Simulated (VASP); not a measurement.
# Yb (Fm-3m) in VASP: notebook, part 2 of 2

VASP 6.6.1.

### Step 4. Single point, r2SCAN

This run uses another cell than the first one, of 34.98 Å³/atom.

Input file POSCAR:

```
Yb
1.0
    0.0000000000      2.5956472832      2.5956472832
    2.5956472832      0.0000000000      2.5956472832
    2.5956472832      2.5956472832      0.0000000000
Yb
1
Direct
    0.0000000000      0.0000000000      0.0000000000
```

Input file INCAR.step1:

```
SYSTEM = Yb
ALGO     = Normal         ! electronic algorithm
EDIFF    = 1E-4           ! SCF threshold, eV
ENCUT    = 520            ! plane-wave cutoff, eV
GGA      = PE             ! functional
ISMEAR   = -1             ! smearing method
LASPH    = .TRUE.         ! aspherical terms in the spheres
LCHARG   = .FALSE.        ! write CHGCAR
LREAL    = .FALSE.        ! projectors in reciprocal space
LWAVE    = .TRUE.         ! write WAVECAR
NBANDS   = 18             ! bands
NELM     = 100            ! most SCF steps
PREC     = Accurate       ! precision mode
SIGMA    = 0.1            ! smearing width, eV
```

Input file INCAR.step2:

```
SYSTEM = Yb
ALGO     = Normal         ! electronic algorithm
EDIFF    = 1E-6           ! SCF threshold, eV
ENCUT    = 520            ! plane-wave cutoff, eV
ISIF     = 2              ! what is computed and relaxed
ISMEAR   = -1             ! smearing method
ISTART   = 1            
LASPH    = .TRUE.         ! aspherical terms in the spheres
LCHARG   = .FALSE.        ! write CHGCAR
LMIXTAU  = .TRUE.       
LREAL    = .FALSE.        ! projectors in reciprocal space
LWAVE    = .FALSE.        ! write WAVECAR
METAGGA  = R2SCAN         ! meta-GGA
NBANDS   = 18             ! bands
NELM     = 100            ! most SCF steps
PREC     = Accurate       ! precision mode
SIGMA    = 0.1            ! smearing width, eV
```

Input file KPOINTS:

```
k-points
0
G
  11 11 11
  0 0 0
```

Potentials or basis: VASP PAW PBE potentials, release 64 (Yb).

Run with:

```
$ cat potpaw_PBE.64/Yb/POTCAR > POTCAR
$ cp INCAR.step1 INCAR
$ mpirun -np 1 vasp_std > vasp.out
$ cp INCAR.step2 INCAR
$ mpirun -np 1 vasp_std > vasp.out
```

OUTCAR:

```text
SYSTEM = Yb
   EDIFF = 1E-6
   ENCUT = 520
   ISIF = 2
   ISMEAR = -1
   ISTART = 1
   LASPH = .TRUE.
   LREAL = .FALSE.
   METAGGA = R2SCAN
   NELM = 100
   PREC = Accurate

 ion  position               nearest neighbor table
   1  0.000  0.000  0.000-

  LATTYP: Found a face centered cubic cell.
 ALAT       =     5.1912945664

  Lattice vectors:

 A1 = (   0.0000000000,   2.5956472832,   2.5956472832)
 A2 = (   2.5956472832,   0.0000000000,   2.5956472832)
 A3 = (   2.5956472832,   2.5956472832,   0.0000000000)

Analysis of symmetry for initial positions (statically):
=====================================================================
 Subroutine PRICEL returns:
 Original cell was already a primitive cell.

 Routine SETGRP: Setting up the symmetry group for a
 face centered cubic supercell.

 Subroutine GETGRP returns: Found 48 space group operations
 (whereof 48 operations were pure point group operations)
 out of a pool of 48 trial point group operations.

The static configuration has the point symmetry O_h .

[... 152 lines left out ...]
  ---------------------------------------------------
  free energy    TOTEN  =       -35.56624262 eV

  energy without entropy =      -35.47596480  energy(sigma->0) =      -35.52110371

 E-fermi :   1.6558     XC(G=0): -10.2715

 val. band max:        1.5448033249   @ k =  -0.2727   0.4545   0.1818
 cond. band min:       1.6804324095   @ k =  -0.3636   0.2727   0.0909
 fundamental gap:      0.1356290846
 Fermi energy:         1.6557924613

 k-point     1 :       0.0000    0.0000    0.0000
  band No.  band energies     occupation
      1     -51.7816      2.00000
      2     -23.3112      2.00000
      3     -23.3110      2.00000
      4     -23.3110      2.00000
      5      -3.8182      2.00000
      6       1.0552      1.99509
[... 481 lines left out ...]
      5      -1.8405      2.00000
      6       1.0832      1.99350
[... 10 lines left out ...]
     17       8.0887      0.00000
     18      12.0557      0.00000

 [... further k-points ...]

------------------------ aborting loop because EDIFF is reached ----------------------------------------

  FORCE on cell =-STRESS in cart. coord.  units (eV):
  Direction    XX          YY          ZZ          XY          YZ          ZX
  --------------------------------------------------------------------------------------
  -------------------------------------------------------------------------------------
  Total       -0.1543363     -0.1543363     -0.1543363      0.0000000      0.0000000     -0.0000000
  in kB       -7.0698741     -7.0698741     -7.0698741      0.0000000      0.0000000     -0.0000000
  external PRESSURE =      -7.0698741 kB  Pullay stress =       0.0000000 kB

 VOLUME and BASIS-vectors are now :
 -----------------------------------------------------------------------------
  energy-cutoff  :      520.00
  volume of cell :       34.98
      direct lattice vectors                 reciprocal lattice vectors
     0.000000000  2.595647283  2.595647283    -0.192630179  0.192630179  0.192630179
     2.595647283  0.000000000  2.595647283     0.192630179 -0.192630179  0.192630179
     2.595647283  2.595647283  0.000000000     0.192630179  0.192630179 -0.192630179

 POSITION                                       TOTAL-FORCE (eV/Angst)
 -----------------------------------------------------------------------------------
      0.00000      0.00000      0.00000         0.000000     -0.000000      0.000000
 -----------------------------------------------------------------------------------
    total drift:                               -0.000000     -0.000000     -0.000000

  FREE ENERGIE OF THE ION-ELECTRON SYSTEM (eV)
  ---------------------------------------------------
  free  energy   TOTEN  =       -35.5662426150 eV

  energy  without entropy=      -35.4759647953  energy(sigma->0) =      -35.52110371
```

Wall time 3.5 min (1 thread of Intel Xeon Platinum 8488C (Sapphire Rapids), shared host); peak memory 0.19 GiB.

Results:

- Free energy: -35.5662 eV
- Pressure: -0.7 GPa

Levels at points of the mesh, in eV from the Fermi level:
| k point | band 9 | band 10 | band 11 | band 12 | band 13 | band 14 | band 15 | band 16 |
| --- | --- | --- | --- | --- | --- | --- | --- | --- |
| (0.00, 0.00, 0.00) | -0.53 | -0.46 | -0.46 | -0.46 | 3.15 | 3.15 | 3.15 | 5.40 |

Caveat: the PAW data sets were made with another functional, which shifts forces and pressure a little; spin-orbit coupling is left out, which moves the levels of the heavy elements.

### Step 5. Single point, r2SCAN

This run uses another cell than the first one, of 34.98 Å³/atom.

POSCAR is that of step 4.

Input file INCAR.step1:

```
ALGO     = Normal         # electronic algorithm
EDIFF    = 1E-4           # SCF threshold, eV
ENCUT    = 520            # plane-wave cutoff, eV
GGA      = PE             # functional
ISMEAR   = -1             # smearing method
LASPH    = True           # aspherical terms in the spheres
LCHARG   = False          # write CHGCAR
LREAL    = False          # projectors in reciprocal space
LWAVE    = True           # write WAVECAR
NBANDS   = 18             # bands
NELM     = 100            # most SCF steps
PREC     = Accurate       # precision mode
SIGMA    = 0.1            # smearing width, eV
```

Input file INCAR.step2:

```
ALGO     = Normal         # electronic algorithm
EDIFF    = 1E-6           # SCF threshold, eV
ENCUT    = 520            # plane-wave cutoff, eV
ISIF     = 2              # what is computed and relaxed
ISMEAR   = -1             # smearing method
ISTART   = 1            
LASPH    = True           # aspherical terms in the spheres
LCHARG   = True           # write CHGCAR
LELF     = True           # ELF
LMIXTAU  = True         
LREAL    = False          # projectors in reciprocal space
LVHAR    = True         
LWAVE    = False          # write WAVECAR
METAGGA  = R2SCAN         # meta-GGA
NBANDS   = 18             # bands
NELM     = 100            # most SCF steps
PREC     = Accurate       # precision mode
SIGMA    = 0.1            # smearing width, eV
```

Input file KPOINTS:

```
k-points
0
Gamma
  11 11 11
```

Run with:

```
$ cat potpaw_PBE.64/Yb/POTCAR > POTCAR
$ cp INCAR.step1 INCAR
$ mpirun -np 1 vasp_std > vasp.out
$ cp INCAR.step2 INCAR
$ mpirun -np 1 vasp_std > vasp.out
```

Wall time 3 min (1 thread of Intel Xeon Platinum 8488C (Sapphire Rapids), shared host); peak memory 0.19 GiB.

It converged, with:

```
Free energy : -35.5662 eV
Pressure    : -0.7 GPa
```

Levels at points of the mesh, in eV from the Fermi level:
```
           k point  band 10  band 11  band 12  band 13  band 14  band 15
(0.00, 0.00, 0.00)    -0.46    -0.46    -0.46     3.15     3.15     3.15
```

Caveat: the PAW data sets were made with another functional, which shifts forces and pressure a little; spin-orbit coupling is left out, which moves the levels of the heavy elements. Spin polarisation is off, so any magnetic state and its effect on volume and gap are missing.
